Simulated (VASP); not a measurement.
# V (Im-3m) in VASP: notebook

Runs on V. Level: r2SCAN. Tasks: single point.

Program: VASP 6.6.1. These are calculated values, not measurements. Logs are shortened: lines on timing, memory, paths and dates and some standing lists are left out, and cuts for length are marked.

### 1 The cell of the first run

Symmetry: Im-3m, No. 229, cubic system. Conventional cell: a = 2.988 Å, b = 2.988 Å, c = 2.988 Å, α = 90.00°, β = 90.00°, γ = 90.00°. Within 3.4 Å of V (site symmetry m-3m) lie 14 V at 2.59 to 2.99 Å.

### 2 Single point, r2SCAN, collinear spin, ferromagnetic start

Contents of POSCAR:

```
V
1.0
   -1.4938833019      1.4938833019      1.4938833019
    1.4938833019     -1.4938833019      1.4938833019
    1.4938833019      1.4938833019     -1.4938833019
V
1
Direct
    0.0000000000      0.0000000000      0.0000000000
```

Contents of INCAR.step1:

```
  ALGO = Normal
  EDIFF = 1E-4
  ENCUT = 520
  GGA = PE
  ISMEAR = -1
  ISPIN = 2
  LASPH = True
  LCHARG = False
  LMAXMIX = 4
  LREAL = False
  LWAVE = True
  MAGMOM = 2
  NBANDS = 16
  NELM = 150
  PREC = Accurate
  SIGMA = 0.05
```

Contents of INCAR.step2:

```
  ALGO = Normal
  EDIFF = 1E-7
  ENCUT = 520
  ISIF = 2
  ISMEAR = -1
  ISPIN = 2
  ISTART = 1
  LASPH = True
  LCHARG = False
  LMAXMIX = 4
  LMIXTAU = True
  LORBIT = 11
  LREAL = False
  LWAVE = False
  MAGMOM = 2
  METAGGA = R2SCAN
  NBANDS = 16
  NELM = 150
  PREC = Accurate
  SIGMA = 0.05
```

Contents of KPOINTS:

```
k-points
0
Gamma
  12 12 12
```

Potentials or basis: VASP PAW PBE potentials, release 64 (V_sv).

The run is started by

```bash
$ cat potpaw_PBE.64/V_sv/POTCAR > POTCAR
$ cp INCAR.step1 INCAR
$ mpirun -np 1 vasp_std > vasp.out
$ cp INCAR.step2 INCAR
$ mpirun -np 1 vasp_std > vasp.out
```

OUTCAR:

```text
EDIFF = 1E-7
   ENCUT = 520
   ISIF = 2
   ISMEAR = -1
   ISPIN = 2
   ISTART = 1
   LASPH = True
   LORBIT = 11
   LREAL = False
   METAGGA = R2SCAN
   NELM = 150
   PREC = Accurate

 ion  position               nearest neighbor table
   1  0.000  0.000  0.000-

  LATTYP: Found a body centered cubic cell.
 ALAT       =     2.9877666038

  Lattice vectors:

 A1 = (  -1.4938833019,   1.4938833019,   1.4938833019)
 A2 = (   1.4938833019,  -1.4938833019,   1.4938833019)
 A3 = (   1.4938833019,   1.4938833019,  -1.4938833019)

Analysis of symmetry for initial positions (statically):
=====================================================================
 Subroutine PRICEL returns:
 Original cell was already a primitive cell.

 Routine SETGRP: Setting up the symmetry group for a
 body centered cubic supercell.

 Subroutine GETGRP returns: Found 48 space group operations
 (whereof 48 operations were pure point group operations)
 out of a pool of 48 trial point group operations.

The static configuration has the point symmetry O_h .

Analysis of symmetry for dynamics (positions and initial velocities):
=====================================================================
 Subroutine PRICEL returns:
 Original cell was already a primitive cell.

 Routine SETGRP: Setting up the symmetry group for a
 body centered cubic supercell.

 Subroutine GETGRP returns: Found 48 space group operations
 (whereof 48 operations were pure point group operations)
 out of a pool of 48 trial point group operations.

The dynamic configuration has the point symmetry O_h .

Analysis of structural, dynamic, and magnetic symmetry:
=====================================================================
 Subroutine PRICEL returns:
 Original cell was already a primitive cell.

 Routine SETGRP: Setting up the symmetry group for a
 body centered cubic supercell.

 Subroutine GETGRP returns: Found 48 space group operations
 (whereof 48 operations were pure point group operations)
 out of a pool of 48 trial point group operations.

The overall configuration has the point symmetry O_h .

 Subroutine INISYM returns: Found 48 space group operations
 (whereof 48 operations are pure point group operations),
 and found     1 'primitive' translations

----------------------------------------------------------------------------------------

                                     Primitive cell

  volume of cell :      13.3355

  direct lattice vectors                    reciprocal lattice vectors
    -1.493883302  1.493883302  1.493883302     0.000000000  0.334698165  0.334698165
     1.493883302 -1.493883302  1.493883302     0.334698165  0.000000000  0.334698165
     1.493883302  1.493883302 -1.493883302     0.334698165  0.334698165  0.000000000

  length of vectors
     2.587481779  2.587481779  2.587481779     0.473334684  0.473334684  0.473334684

  position of ions in fractional coordinates (direct lattice)
     0.000000000  0.000000000  0.000000000

  ion indices of the primitive-cell ions
   primitive index   ion index
                 1           1

----------------------------------------------------------------------------------------

 KPOINTS: k-points

Automatic generation of k-mesh.
 Grid dimensions read from file:
 generate k-points for:   12   12   12

 Generating k-lattice:

  Cartesian coordinates                     Fractional coordinates (reciprocal lattice)
     0.000000000  0.027891514  0.027891514     0.083333333  0.000000000  0.000000000
     0.027891514  0.000000000  0.027891514     0.000000000  0.083333333  0.000000000
     0.027891514  0.027891514  0.000000000     0.000000000  0.000000000  0.083333333

  Length of vectors
     0.039444557  0.039444557  0.039444557

  Shift w.r.t. Gamma in fractional coordinates (k-lattice)
     0.000000000  0.000000000  0.000000000

 Subroutine IBZKPT returns following result:
 ===========================================

 Found     72 irreducible k-points:

 Following reciprocal coordinates:
            Coordinates               Weight
  0.000000  0.000000  0.000000      1.000000
  0.083333  0.000000  0.000000     12.000000
  0.166667  0.000000  0.000000     12.000000
  0.250000  0.000000  0.000000     12.000000
  0.333333  0.000000  0.000000     12.000000
  0.416667  0.000000  0.000000     12.000000
[... 16 lines left out ...]
  0.333333  0.083333  0.083333     24.000000
  0.416667  0.083333  0.083333     12.000000
 [... further k-points ...]
   k-points           NKPTS =     72   k-points in BZ     NKDIM =     72   number of bands    NBANDS=     16
   number of dos      NEDOS =    301   number of ions     NIONS =      1
   total plane-waves  NPLWV =   8000
   dimension x,y,z NGX =    20 NGY =   20 NGZ =   20
   dimension x,y,z NGXF=    40 NGYF=   40 NGZF=   40
   ions per type =               1
   NGX,Y,Z   is equivalent  to a cutoff of  12.85, 12.85, 12.85 a.u.
   NGXF,Y,Z  is equivalent  to a cutoff of  25.70, 25.70, 25.70 a.u.
 SYSTEM =  unknown system
   PREC   = accura    normal or accurate (medium, high low for compatibility)
   ISTART =      1    job   : 0-new  1-cont  2-samecut
   ICHARG =      0    charge: 1-file 2-atom 10-const
   ISPIN  =      2    spin polarized calculation?
   LNONCOLLINEAR =      F non collinear calculations
   LSORBIT =      F    spin-orbit coupling
   LASPH  =      T    aspherical Exc in radial PAW
   ENCUT  =  520.0 eV  38.22 Ry    6.18 a.u.   4.81  4.81  4.81*2*pi/ulx,y,z
   NELM   =    150;   NELMIN=  2; NELMDL=  0     # of ELM steps
   EDIFF  = 0.1E-06   stopping-criterion for ELM
   LREAL  =      F    real-space projection
   EDIFFG = 0.1E-05   stopping-criterion for IOM
   NSW    =      0    number of steps for IOM
   IBRION =     -1    ionic relax: 0-MD 1-quasi-New 2-CG
   NFREE  =      0    steps in history (QN), initial steepest desc. (CG)
   ISIF   =      2    stress and relaxation
   ISYM   =      2    0-nonsym 1-usesym 2-fastsym
   POTIM  = 0.5000    time-step for ionic-motion
   TEBEG  =    0.0;   TEEND  =   0.0 temperature during run
   PSTRESS=    0.0 pullay stress
   NELECT =      13.0000    total number of electrons
   NUPDOWN=      -1.0000    fix difference up-down
   EMIN   =  10.00;   EMAX   =-10.00  energy-range for DOS
   EFERMI =   0.00;   METHOD = LEGACY
   ISMEAR =    -1;   SIGMA  =   0.05  broadening in eV -4-tet -1-fermi 0-gaus
   EFERMI_NEDOS =   21; number of points for ismear=-14 and -15
   IALGO  =     38    algorithm
   IMIX   =      4    mixing-type and parameters
     AMIX     =   0.40;   BMIX     =  1.00
     AMIX_MAG =   1.60;   BMIX_MAG =  1.00
  volume/ion in A,a.u.               =      13.34        89.99
  Fermi-wavevector in a.u.,A,eV,Ry     =   1.623252  3.067501 35.850631  2.634947
  Thomas-Fermi vector in A             =   2.716732
   LORBIT       =     11    0 simple, 1 ext, 2 COOP (PROOUT), +10 PAW based schemes
   METAGGA = R2SCAN    functional components
   LHFCALC =     F    Hartree Fock is set to
   AEXX    =    0.0000 exact exchange contribution
   IVDW    =     0    specifies the selected vdW correction
   LEPSILON=     F    determine dielectric tensor
   LRPA    =     F    only Hartree local field effects (RPA)
 spin polarized calculation
  energy-cutoff  :      520.00
  volume of cell :       13.34
 maximum number of plane-waves:       370
   NGX =  9   NGY =  9   NGZ =  9

 number of electron      12.9999991 magnetization       0.0010893

 number of electron      12.9999991 magnetization      -0.0000149

 Free energy of the ion-electron system (eV)
  ---------------------------------------------------
  ext. energy  EPLUGINS =         0.00000000
  ---------------------------------------------------
  free energy    TOTEN  =       -14.12965393 eV

  energy without entropy =      -14.11372894  energy(sigma->0) =      -14.12169144

 E-fermi :   9.7843     XC(G=0): -14.1264

 val. band max:        9.7808002836   @ k =   0.2500   0.0000   0.0000
 cond. band min:       9.7938305538   @ k =  -0.4167   0.5000   0.1667
 fundamental gap:      0.0130302703
 Fermi energy:         9.7842652388

 spin component 1

 k-point     1 :       0.0000    0.0000    0.0000
  band No.  band energies     occupation
      1     -56.5132      1.00000
      2     -28.6473      1.00000
      3     -28.6473      1.00000
      4     -28.6473      1.00000
      5       2.7060      1.00000
      6      10.2774      0.00005
[... 8 lines left out ...]
     15      38.6627      0.00000
     16      43.1693      0.00000

 k-point     2 :       0.0833    0.0000    0.0000
  band No.  band energies     occupation
      1     -56.4989      1.00000
      2     -28.7151      1.00000
      3     -28.6677      1.00000
      4     -28.6478      1.00000
      5       3.0010      1.00000
      6      10.1504      0.00066
[... 8 lines left out ...]
     15      39.2108      0.00000
     16      40.8893      0.00000
[... 387 lines left out ...]
      5       6.8732      1.00000
      6       8.6009      1.00000
[... 8 lines left out ...]
     15      40.4253      0.00000
     16      41.5805      0.00000

 k-point    24 :       0.4167    0.0833    0.0833
  band No.  band energies     occupation
      1     -56.2934      1.00000
      2     -29.5490      1.00000
      3     -28.9913      1.00000
      4     -28.7175      1.00000
      5       6.8909      1.00000
      6       8.5194      1.00000
[... 8 lines left out ...]
     15      40.7206      0.00000
     16      40.8826      0.00000

 [... further k-points ...]

 spin component 2

 k-point     1 :       0.0000    0.0000    0.0000
  band No.  band energies     occupation
      1     -56.5132      1.00000
      2     -28.6474      1.00000
      3     -28.6473      1.00000
      4     -28.6473      1.00000
      5       2.7060      1.00000
      6      10.2773      0.00005
[... 8 lines left out ...]
     15      38.6627      0.00000
     16      43.1692      0.00000

 k-point     2 :       0.0833    0.0000    0.0000
  band No.  band energies     occupation
      1     -56.4989      1.00000
      2     -28.7151      1.00000
      3     -28.6677      1.00000
      4     -28.6478      1.00000
      5       3.0010      1.00000
      6      10.1504      0.00066
[... 8 lines left out ...]
     15      39.2108      0.00000
     16      40.8893      0.00000
[... 387 lines left out ...]
      5       6.8732      1.00000
      6       8.6009      1.00000
[... 8 lines left out ...]
     15      40.4252      0.00000
     16      41.5805      0.00000

 k-point    24 :       0.4167    0.0833    0.0833
  band No.  band energies     occupation
      1     -56.2934      1.00000
      2     -29.5490      1.00000
      3     -28.9913      1.00000
      4     -28.7176      1.00000
      5       6.8908      1.00000
      6       8.5193      1.00000
[... 8 lines left out ...]
     15      40.7206      0.00000
     16      40.8826      0.00000

 [... further k-points ...]
[... 5 lines left out ...]
  --------------------------------------------------------------------------------------
  -------------------------------------------------------------------------------------
  Total       -0.0238093     -0.0238093     -0.0238093     -0.0000000     -0.0000000     -0.0000000
  in kB       -2.8605391     -2.8605391     -2.8605391     -0.0000000     -0.0000000     -0.0000000
  external PRESSURE =      -2.8605391 kB  Pullay stress =       0.0000000 kB

 VOLUME and BASIS-vectors are now :
 -----------------------------------------------------------------------------
  energy-cutoff  :      520.00
  volume of cell :       13.34
      direct lattice vectors                 reciprocal lattice vectors
    -1.493883302  1.493883302  1.493883302     0.000000000  0.334698165  0.334698165
     1.493883302 -1.493883302  1.493883302     0.334698165  0.000000000  0.334698165
     1.493883302  1.493883302 -1.493883302     0.334698165  0.334698165  0.000000000

 POSITION                                       TOTAL-FORCE (eV/Angst)
 -----------------------------------------------------------------------------------
      0.00000      0.00000      0.00000         0.000000      0.000000     -0.000000
 -----------------------------------------------------------------------------------
    total drift:                                0.000000     -0.000000      0.000000

  FREE ENERGIE OF THE ION-ELECTRON SYSTEM (eV)
  ---------------------------------------------------
  free  energy   TOTEN  =       -14.1296539323 eV

  energy  without entropy=      -14.1137289429  energy(sigma->0) =      -14.12169144

 total charge

# of ion       s       p       d       tot
------------------------------------------
    1        2.341   6.239   3.059  11.639

 magnetization (x)

# of ion       s       p       d       tot
------------------------------------------
    1       -0.000  -0.000  -0.000  -0.000
```

Wall time 3.5 min (1 thread of Intel Xeon Platinum 8259CL at 2.50GHz (Skylake/Cascade Lake), shared host); peak memory 0.15 GiB.

What came out:

```yaml
Free_energy: -14.1297 eV
Pressure: -0.3 GPa
Net_moment: 0.00 μB per cell
Valence_electrons_inside_the_program's_atomic_spheres: V 11.64
```

Caveat: the PAW data sets were made with another functional, which shifts forces and pressure a little.

### 3 Single point, r2SCAN, collinear spin, ferromagnetic start

This run uses another cell than the first one, of 13.61 Å³/atom, 1.021 times its volume.

Contents of POSCAR:

```
V
1.0
   -1.5041862709      1.5041862709      1.5041862709
    1.5041862709     -1.5041862709      1.5041862709
    1.5041862709      1.5041862709     -1.5041862709
V
1
Direct
    0.0000000000      0.0000000000      0.0000000000
```

Contents of INCAR.step1:

```
  ALGO = Normal
  EDIFF = 1E-4
  ENCUT = 520
  GGA = PE
  ISMEAR = -1
  ISPIN = 2
  LASPH = T
  LCHARG = F
  LMAXMIX = 4
  LREAL = F
  LWAVE = T
  MAGMOM = 2
  NBANDS = 16
  NELM = 150
  PREC = Accurate
  SIGMA = 0.05
```

Contents of INCAR.step2:

```
  ALGO = Normal
  EDIFF = 1E-7
  ENCUT = 520
  ISIF = 2
  ISMEAR = -1
  ISPIN = 2
  ISTART = 1
  LASPH = T
  LCHARG = T
  LELF = T
  LMAXMIX = 4
  LMIXTAU = T
  LORBIT = 11
  LREAL = F
  LVHAR = T
  LWAVE = F
  MAGMOM = 2
  METAGGA = R2SCAN
  NBANDS = 16
  NELM = 150
  PREC = Accurate
  SIGMA = 0.05
```

KPOINTS is that of step 2.

Potentials or basis: VASP PAW PBE potentials, release 64 (V_sv).

The run is started by

```bash
$ cat potpaw_PBE.64/V_sv/POTCAR > POTCAR
$ cp INCAR.step1 INCAR
$ mpirun -np 1 vasp_std > vasp.out
$ cp INCAR.step2 INCAR
$ mpirun -np 1 vasp_std > vasp.out
```

Wall time 3.3 min (1 thread of Intel Xeon Platinum 8259CL at 2.50GHz (Skylake/Cascade Lake), shared host); peak memory 0.15 GiB.

It converged, with:

```yaml
Free_energy: -14.1259 eV
Pressure: -4.1 GPa
Net_moment: 0.00 μB per cell
Valence_electrons_inside_the_program's_atomic_spheres: V 11.60
```

Levels at points of the mesh, in eV from the Fermi level:
Spin up:
```
           k point  band 3  band 4  band 5  band 6  band 7  band 8  band 9  band 10
(0.00, 0.00, 0.00)  -38.50  -38.50   -7.04    0.48    0.48    0.48    2.64     2.64
(0.50, 0.00, 0.00)  -38.78  -38.50   -3.30   -1.12    1.47    2.61    3.01     4.23
(0.50, 0.50, 0.50)  -39.11  -39.11   -3.05   -3.05    3.84    3.84    3.84    10.53
```
Spin down:
```
           k point  band 2  band 3  band 4  band 5  band 6  band 7  band 8  band 9  band 10  band 11
(0.00, 0.00, 0.00)  -38.50  -38.50  -38.50   -7.04    0.48    0.48    0.48    2.64     2.64    21.16
(0.50, 0.00, 0.00)  -39.40  -38.78  -38.50   -3.30   -1.12    1.47    2.61    3.01     4.23    10.47
(0.50, 0.50, 0.50)  -39.11  -39.11  -39.11   -3.05   -3.05    3.84    3.84    3.84    10.53    10.53
```

Caveat: the PAW data sets were made with another functional, which shifts forces and pressure a little.

### 4 Single point, r2SCAN, collinear spin, ferromagnetic start

This run uses another cell than the first one, of 13.89 Å³/atom, 1.042 times its volume.

Contents of POSCAR:

```
V
1.0
   -1.5143500000      1.5143500000      1.5143500000
    1.5143500000     -1.5143500000      1.5143500000
    1.5143500000      1.5143500000     -1.5143500000
V
1
Direct
    0.0000000000      0.0000000000      0.0000000000
```

Contents of INCAR.step1:

```
  PREC = Accurate
  ENCUT = 520
  ISMEAR = -1
  SIGMA = 0.05
  LREAL = False
  LASPH = True
  NELM = 150
  ISPIN = 2
  MAGMOM = 2
  LMAXMIX = 4
  NBANDS = 16
  GGA = PE
  ALGO = Normal
  EDIFF = 1E-4
  LWAVE = True
  LCHARG = False
```

Contents of INCAR.step2:

```
  PREC = Accurate
  ENCUT = 520
  EDIFF = 1E-7
  ISMEAR = -1
  SIGMA = 0.05
  LREAL = False
  LASPH = True
  NELM = 150
  ALGO = Normal
  ISIF = 2
  LWAVE = False
  LCHARG = False
  ISPIN = 2
  MAGMOM = 2
  LORBIT = 11
  LMAXMIX = 4
  METAGGA = R2SCAN
  LMIXTAU = True
  NBANDS = 16
  ISTART = 1
```

Contents of KPOINTS:

```
Automatic mesh
0
Gamma
  12 12 12
```

Potentials or basis: VASP PAW PBE potentials, release 64 (V_sv).

The run is started by

```bash
$ cat potpaw_PBE.64/V_sv/POTCAR > POTCAR
$ cp INCAR.step1 INCAR
$ mpirun -np 1 vasp_std > vasp.out
$ cp INCAR.step2 INCAR
$ mpirun -np 1 vasp_std > vasp.out
```

OUTCAR:

```text
PREC = Accurate
   ENCUT = 520
   EDIFF = 1E-7
   ISMEAR = -1
   LREAL = False
   LASPH = True
   NELM = 150
   ISIF = 2
   ISPIN = 2
   LORBIT = 11
   METAGGA = R2SCAN
   ISTART = 1

 ion  position               nearest neighbor table
   1  0.000  0.000  0.000-

  LATTYP: Found a body centered cubic cell.
 ALAT       =     3.0287000000

  Lattice vectors:

 A1 = (  -1.5143500000,   1.5143500000,   1.5143500000)
 A2 = (   1.5143500000,  -1.5143500000,   1.5143500000)
 A3 = (   1.5143500000,   1.5143500000,  -1.5143500000)
[... 1120 lines left out ...]
  -------------------------------------------------------------------------------------
  Total       -0.6528315     -0.6528315     -0.6528315     -0.0000000     -0.0000000     -0.0000000
  in kB      -75.2961746    -75.2961746    -75.2961746     -0.0000000     -0.0000000     -0.0000000
  external PRESSURE =     -75.2961746 kB  Pullay stress =       0.0000000 kB

 VOLUME and BASIS-vectors are now :
 -----------------------------------------------------------------------------
  energy-cutoff  :      520.00
  volume of cell :       13.89
      direct lattice vectors                 reciprocal lattice vectors
    -1.514350000  1.514350000  1.514350000     0.000000000  0.330174662  0.330174662
     1.514350000 -1.514350000  1.514350000     0.330174662  0.000000000  0.330174662
     1.514350000  1.514350000 -1.514350000     0.330174662  0.330174662  0.000000000

 POSITION                                       TOTAL-FORCE (eV/Angst)
 -----------------------------------------------------------------------------------
      0.00000      0.00000      0.00000        -0.000000      0.000000      0.000000
 -----------------------------------------------------------------------------------
    total drift:                                0.000000     -0.000000      0.000000

  FREE ENERGIE OF THE ION-ELECTRON SYSTEM (eV)
  ---------------------------------------------------
  free  energy   TOTEN  =       -14.1158869558 eV

  energy  without entropy=      -14.0988446760  energy(sigma->0) =      -14.10736582

 total charge

# of ion       s       p       d       tot
------------------------------------------
    1        2.329   6.226   3.012  11.567

 magnetization (x)

# of ion       s       p       d       tot
------------------------------------------
    1       -0.000  -0.000  -0.000  -0.000
```

OUTCAR.step1:

```text
PREC = Accurate
   ENCUT = 520
   ISMEAR = -1
   LREAL = False
   LASPH = True
   NELM = 150
[... 1147 lines left out ...]
 POSITION                                       TOTAL-FORCE (eV/Angst)
 -----------------------------------------------------------------------------------
      0.00000      0.00000      0.00000         0.000000     -0.000000      0.000000
 -----------------------------------------------------------------------------------
    total drift:                                0.000000     -0.000000      0.000000

  FREE ENERGIE OF THE ION-ELECTRON SYSTEM (eV)
  ---------------------------------------------------
  free  energy   TOTEN  =        -8.9872382093 eV

  energy  without entropy=       -8.9693551734  energy(sigma->0) =       -8.97829669
```

It took 2.5 min on 1 thread of Intel Xeon Platinum 8259CL at 2.50GHz (Skylake/Cascade Lake), shared host; peak memory 0.15 GiB.

Results:

| Item | Value |
| --- | --- |
| Free energy | -14.1159 eV |
| Pressure | -7.5 GPa |
| Net moment | 0.00 μB per cell |
| Valence electrons inside the program's atomic spheres | V 11.57 |

Caveat: the PAW data sets were made with another functional, which shifts forces and pressure a little.

(Continued in part 2 of 2.)
